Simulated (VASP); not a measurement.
# CdS (wurtzite type) (P6_3mc) in VASP: relaxation of cell and atoms with PBE

Aim: the relaxation of cell and atoms of CdS (wurtzite type) with PBE.

Program: VASP 6.6.1. These are calculated values, not measurements. Logs are shortened: lines on timing, memory, paths and dates and some standing lists are left out, and cuts for length are marked.

## Step 1: The cell of the first run

It takes space group P6_3mc (No. 186, hexagonal). Conventional cell: a = 4.000 Å, b = 4.000 Å, c = 6.519 Å, α = 90.00°, β = 90.00°, γ = 120.00°. Cd (site symmetry 3m) has 4 S at 2.45 Å within 3.2 Å. S (site symmetry 3m) has 4 Cd at 2.45 Å within 3.2 Å.

## Step 2: Relaxation of cell and atoms, PBE, target pressure 6.2 GPa, at which the enthalpy is minimised

INCAR reads:

```
ALGO = Normal
EDIFF = 1E-7
EDIFFG = -0.005
ENCUT = 600
GGA = PE
IBRION = 2
ISIF = 3
ISMEAR = -1
LASPH = True
LCHARG = False
LREAL = False
LWAVE = False
NELM = 100
NSW = 60
PREC = Accurate
PSTRESS = 62.0
SIGMA = 0.08
```

KPOINTS reads:

```
k-points
0
Gamma
  9 9 5
```

POSCAR reads:

```
CdS
1.0
    3.9995860064      0.0000000000      0.0000000000
   -1.9997930032      3.4637430862      0.0000000000
    0.0000000000      0.0000000000      6.5193251905
Cd S
2 2
Direct
    0.3333333333      0.6666666667      0.0000000000
    0.6666666667      0.3333333333      0.5000000000
    0.3333333333      0.6666666667      0.3760000000
    0.6666666667      0.3333333333      0.8760000000
```

Potentials or basis: VASP PAW PBE potentials, release 64 (Cd, S).

On the command line:

```console
$ cat potpaw_PBE.64/Cd/POTCAR potpaw_PBE.64/S/POTCAR > POTCAR
$ mpirun -np 1 vasp_std > vasp.out
```

OUTCAR:

```text
EDIFF = 1E-7
   EDIFFG = -0.005
   ENCUT = 600
   GGA = PE
   IBRION = 2
   ISIF = 3
   ISMEAR = -1
   LASPH = True
   LREAL = False
   NELM = 100
   NSW = 60
   PREC = Accurate
   PSTRESS = 62.0

 ion  position               nearest neighbor table
   1  0.333  0.667  0.000-   4 2.45   4 2.45   4 2.45   3 2.45
   2  0.667  0.333  0.500-   3 2.45   3 2.45   3 2.45   4 2.45
   3  0.333  0.667  0.376-   2 2.45   2 2.45   2 2.45   1 2.45
   4  0.667  0.333  0.876-   1 2.45   1 2.45   1 2.45   2 2.45

  LATTYP: Found a hexagonal cell.
 ALAT       =     3.9995860064
 C/A-ratio  =     1.6300000000

  Lattice vectors:

 A1 = (   3.9995860064,   0.0000000000,   0.0000000000)
 A2 = (  -1.9997930032,   3.4637430862,   0.0000000000)
 A3 = (   0.0000000000,   0.0000000000,   6.5193251905)

Analysis of symmetry for initial positions (statically):
=====================================================================
 Subroutine PRICEL returns:
 Original cell was already a primitive cell.

 Routine SETGRP: Setting up the symmetry group for a
 hexagonal supercell.

 Subroutine GETGRP returns: Found 12 space group operations
 (whereof  6 operations were pure point group operations)
 out of a pool of 24 trial point group operations.

The static configuration has the point symmetry C_3v.
 The point group associated with its full space group is C_6v.

Analysis of symmetry for dynamics (positions and initial velocities):
=====================================================================
 Subroutine PRICEL returns:
 Original cell was already a primitive cell.

 Routine SETGRP: Setting up the symmetry group for a
 hexagonal supercell.

 Subroutine GETGRP returns: Found 12 space group operations
 (whereof  6 operations were pure point group operations)
 out of a pool of 24 trial point group operations.

The dynamic configuration has the point symmetry C_3v.
 The point group associated with its full space group is C_6v.

 Subroutine INISYM returns: Found 12 space group operations
 (whereof  6 operations are pure point group operations),
 and found     1 'primitive' translations

----------------------------------------------------------------------------------------

                                     Primitive cell

  volume of cell :      90.3157

  direct lattice vectors                    reciprocal lattice vectors
     3.999586006  0.000000000  0.000000000     0.250025877  0.144352508  0.000000000
    -1.999793003  3.463743086  0.000000000     0.000000000  0.288705015  0.000000000
     0.000000000  0.000000000  6.519325191     0.000000000  0.000000000  0.153390109

  length of vectors
     3.999586006  3.999586006  6.519325191     0.288705015  0.288705015  0.153390109

  position of ions in fractional coordinates (direct lattice)
     0.333333333  0.666666667  0.000000000
     0.666666667  0.333333333  0.500000000
     0.333333333  0.666666667  0.376000000
     0.666666667  0.333333333  0.876000000

  ion indices of the primitive-cell ions
   primitive index   ion index
                 1           1
                 2           2
                 3           3
                 4           4

----------------------------------------------------------------------------------------

 KPOINTS: k-points

Automatic generation of k-mesh.
 Grid dimensions read from file:
 generate k-points for:    9    9    5

 Generating k-lattice:

  Cartesian coordinates                     Fractional coordinates (reciprocal lattice)
     0.027780653  0.016039168  0.000000000     0.111111111  0.000000000  0.000000000
     0.000000000  0.032078335  0.000000000     0.000000000  0.111111111  0.000000000
     0.000000000  0.000000000  0.030678022     0.000000000  0.000000000  0.200000000

  Length of vectors
     0.032078335  0.032078335  0.030678022

  Shift w.r.t. Gamma in fractional coordinates (k-lattice)
     0.000000000  0.000000000  0.000000000

 Subroutine IBZKPT returns following result:
 ===========================================

 Found     36 irreducible k-points:

 Following reciprocal coordinates:
            Coordinates               Weight
  0.000000  0.000000  0.000000      1.000000
  0.111111 -0.000000  0.000000      6.000000
  0.222222  0.000000  0.000000      6.000000
  0.333333 -0.000000  0.000000      6.000000
  0.444444  0.000000  0.000000      6.000000
  0.111111  0.111111  0.000000      6.000000
[... 16 lines left out ...]
  0.333333  0.222222  0.200000     24.000000
  0.333333  0.333333  0.200000      4.000000
 [... further k-points ...]
   k-points           NKPTS =     36   k-points in BZ     NKDIM =     36   number of bands    NBANDS=     22
   number of dos      NEDOS =    301   number of ions     NIONS =      4
   total plane-waves  NPLWV =  55296
   dimension x,y,z NGX =    32 NGY =   32 NGZ =   54
   dimension x,y,z NGXF=    64 NGYF=   64 NGZF=  108
   ions per type =               2   2
   NGX,Y,Z   is equivalent  to a cutoff of  13.30, 13.30, 13.77 a.u.
   NGXF,Y,Z  is equivalent  to a cutoff of  26.60, 26.60, 27.54 a.u.
 SYSTEM =  unknown system
   PREC   = accura    normal or accurate (medium, high low for compatibility)
   ISTART =      0    job   : 0-new  1-cont  2-samecut
   ICHARG =      2    charge: 1-file 2-atom 10-const
   ISPIN  =      1    spin polarized calculation?
   LNONCOLLINEAR =      F non collinear calculations
   LSORBIT =      F    spin-orbit coupling
   LASPH  =      T    aspherical Exc in radial PAW
   ENCUT  =  600.0 eV  44.10 Ry    6.64 a.u.   7.99  7.99 13.02*2*pi/ulx,y,z
   NELM   =    100;   NELMIN=  2; NELMDL= -5     # of ELM steps
   EDIFF  = 0.1E-06   stopping-criterion for ELM
   LREAL  =      F    real-space projection
   EDIFFG = -.5E-02   stopping-criterion for IOM
   NSW    =     60    number of steps for IOM
   IBRION =      2    ionic relax: 0-MD 1-quasi-New 2-CG
   NFREE  =      1    steps in history (QN), initial steepest desc. (CG)
   ISIF   =      3    stress and relaxation
   ISYM   =      2    0-nonsym 1-usesym 2-fastsym
   POTIM  = 0.5000    time-step for ionic-motion
   TEBEG  =    0.0;   TEEND  =   0.0 temperature during run
   PSTRESS=   62.0 pullay stress
   NELECT =      36.0000    total number of electrons
   NUPDOWN=      -1.0000    fix difference up-down
   EMIN   =  10.00;   EMAX   =-10.00  energy-range for DOS
   EFERMI =   0.00;   METHOD = LEGACY
   ISMEAR =    -1;   SIGMA  =   0.08  broadening in eV -4-tet -1-fermi 0-gaus
   EFERMI_NEDOS =   21; number of points for ismear=-14 and -15
   IALGO  =     38    algorithm
   IMIX   =      4    mixing-type and parameters
     AMIX     =   0.40;   BMIX     =  1.00
     AMIX_MAG =   1.60;   BMIX_MAG =  1.00
  volume/ion in A,a.u.               =      22.58       152.37
  Fermi-wavevector in a.u.,A,eV,Ry     =   1.204817  2.276775 19.750011  1.451585
  Thomas-Fermi vector in A             =   2.340532
   LORBIT       =      0    0 simple, 1 ext, 2 COOP (PROOUT), +10 PAW based schemes
   GGA     = PE    functional components
   LHFCALC =     F    Hartree Fock is set to
   AEXX    =    0.0000 exact exchange contribution
   IVDW    =     0    specifies the selected vdW correction
   LEPSILON=     F    determine dielectric tensor
   LRPA    =     F    only Hartree local field effects (RPA)
 conjugate gradient relaxation of ions
 non-spin polarized calculation
  energy-cutoff  :      600.00
  volume of cell :       90.32
 maximum number of plane-waves:      3034
 NGX is ok and might be reduce to    32
   NGX = 15   NGY = 15   NGZ = 27

--------------------------------------- Ionic step        1  -------------------------------------------

 number of electron      36.0000000 magnetization

 Free energy of the ion-electron system (eV)
  ---------------------------------------------------
  ext. energy  EPLUGINS =         0.00000000
  ---------------------------------------------------
  free energy    TOTEN  =       -11.86532615 eV

  energy without entropy =      -11.86532332  energy(sigma->0) =      -11.86532473

------------------------ aborting loop because EDIFF is reached ----------------------------------------

  FORCE on cell =-STRESS in cart. coord.  units (eV):
  Direction    XX          YY          ZZ          XY          YZ          ZX
  --------------------------------------------------------------------------------------
  -------------------------------------------------------------------------------------
  Total        6.2099841      6.2099841      6.2034835      0.0000000     -0.0000000      0.0000000
  in kB      110.1634971    110.1634971    110.0481780      0.0000000     -0.0000000      0.0000000
  external PRESSURE =      48.1250574 kB  Pullay stress =      62.0000000 kB

 VOLUME and BASIS-vectors are now :
 -----------------------------------------------------------------------------
  energy-cutoff  :      600.00
  volume of cell :       90.32
      direct lattice vectors                 reciprocal lattice vectors
     3.999586006  0.000000000  0.000000000     0.250025877  0.144352508  0.000000000
    -1.999793003  3.463743086  0.000000000     0.000000000  0.288705015  0.000000000
     0.000000000  0.000000000  6.519325191     0.000000000  0.000000000  0.153390109
[... 50 lines left out ...]
  FREE ENERGIE OF THE ION-ELECTRON SYSTEM (eV)
  ---------------------------------------------------
  free  energy   TOTEN  =       -12.2482203123 eV

  energy  without entropy=      -12.2482090260  energy(sigma->0) =      -12.24821467

  enthalpy is  TOTEN    =        -8.3988427546 eV   P V=        3.8493775577

--------------------------------------- Ionic step        3  -------------------------------------------

 number of electron      35.9999998 magnetization

 Free energy of the ion-electron system (eV)
  ---------------------------------------------------
  ext. energy  EPLUGINS =         0.00000000
  ---------------------------------------------------
  free energy    TOTEN  =       -12.12966262 eV

  energy without entropy =      -12.12965657  energy(sigma->0) =      -12.12965959

 E-fermi :   2.4159     XC(G=0):  -9.3346

 val. band max:        1.6704623573   @ k =   0.0000   0.0000   0.0000
 cond. band min:       2.9895695640   @ k =   0.0000   0.0000   0.0000
 fundamental gap:      1.3191072067
 Fermi energy:         2.4158830273

 k-point     1 :       0.0000    0.0000    0.0000
  band No.  band energies     occupation
      1     -10.9631      2.00000
      2     -10.4921      2.00000
      3      -6.1980      2.00000
      4      -6.1871      2.00000
      5      -6.1871      2.00000
      6      -6.0925      2.00000
[... 14 lines left out ...]
     21       8.1457      0.00000
     22       8.1457      0.00000
[... 552 lines left out ...]
  band No.  band energies     occupation
      1     -10.3896      2.00000
      2     -10.3896      2.00000
      3      -6.0919      2.00000
      4      -5.9428      2.00000
      5      -5.9428      2.00000
      6      -5.8565      2.00000
[... 14 lines left out ...]
     21       6.7123      0.00000
     22       8.6533      0.00000

 [... further k-points ...]

------------------------ aborting loop because EDIFF is reached ----------------------------------------

  FORCE on cell =-STRESS in cart. coord.  units (eV):
  Direction    XX          YY          ZZ          XY          YZ          ZX
  --------------------------------------------------------------------------------------
  -------------------------------------------------------------------------------------
  Total        3.6766667      3.6766667      3.6831052      0.0000000      0.0000000      0.0000000
  in kB       61.8073880     61.8073880     61.9156242      0.0000000      0.0000000      0.0000000
  external PRESSURE =      -0.1565333 kB  Pullay stress =      62.0000000 kB

 VOLUME and BASIS-vectors are now :
 -----------------------------------------------------------------------------
  energy-cutoff  :      600.00
  volume of cell :       95.31
      direct lattice vectors                 reciprocal lattice vectors
     4.072004370  0.000000000  0.000000000     0.245579304  0.141785277 -0.000000000
    -2.036002185  3.526459229  0.000000000     0.000000000  0.283570555  0.000000000
     0.000000000 -0.000000000  6.637084492     0.000000000  0.000000000  0.150668566

 POSITION                                       TOTAL-FORCE (eV/Angst)
 -----------------------------------------------------------------------------------
     -0.00000      2.35097      0.00027        -0.000000      0.000000     -0.000887
      2.03600      1.17549      3.31881        -0.000000      0.000000     -0.000887
     -0.00000      2.35097      2.49527         0.000000     -0.000000      0.000887
      2.03600      1.17549      5.81382         0.000000     -0.000000      0.000887
 -----------------------------------------------------------------------------------
    total drift:                               -0.000000      0.000000      0.000360

  FREE ENERGIE OF THE ION-ELECTRON SYSTEM (eV)
  ---------------------------------------------------
  free  energy   TOTEN  =       -12.1296626231 eV

  energy  without entropy=      -12.1296565653  energy(sigma->0) =      -12.12965959

  enthalpy is  TOTEN    =        -8.4415382683 eV   P V=        3.6881243548

 reached required accuracy - stopping structural energy minimisation
```

Run time: 3 min. Hardware: 1 thread of Intel Xeon Platinum 8488C (Sapphire Rapids), shared host; peak memory 0.28 GiB.

Results:

* Free energy: -12.1297 eV
* Relaxed volume: 23.83 Å³/atom
* Relaxed cell: a = 4.072 Å, b = 4.072 Å, c = 6.637 Å, α = 90.00°, β = 90.00°, γ = 120.00°
* Space group after relaxing (to 0.1 Å): P6_3mc (No. 186)
* Energy change on relaxing (the run minimises the enthalpy): -66.1 meV/atom
* Ionic steps: 3
* Pressure after relaxing: 6.2 GPa
* Band gap on the k mesh: 1.32 eV

The path:
| step | energy change (eV) | largest force (eV/Å) | pressure (GPa) | volume (Å³) |
| --- | --- | --- | --- | --- |
| 1 | 0.0000 | 0.0097 | 11.01 | 90.32 |
| 2 | -0.3829 | 0.0076 | 3.05 | 99.47 |
| 3 | -0.2643 | 0.0009 | 6.18 | 95.31 |

Final structure:
```
Cd S
1.0
     4.07200    0.00000    0.00000
    -2.03600    3.52646    0.00000
     0.00000    0.00000    6.63708
Cd S
2 2
Direct
  0.33333 0.66667 0.00004
  0.66667 0.33333 0.50004
  0.33333 0.66667 0.37596
  0.66667 0.33333 0.87596
```

Levels at points of the mesh, in eV from the valence-band top:
| k point | band 14 | band 15 | band 16 | band 17 | band 18 | band 19 | band 20 | band 21 | band 22 |
| --- | --- | --- | --- | --- | --- | --- | --- | --- | --- |
| (0.00, 0.00, 0.00) | -0.82 | -0.82 | -0.06 | 0.00 | 0.00 | 1.32 | 2.87 | 6.48 | 6.48 |

Caveat: the cell is relaxed towards a set pressure, so the run minimises the enthalpy, not the energy.
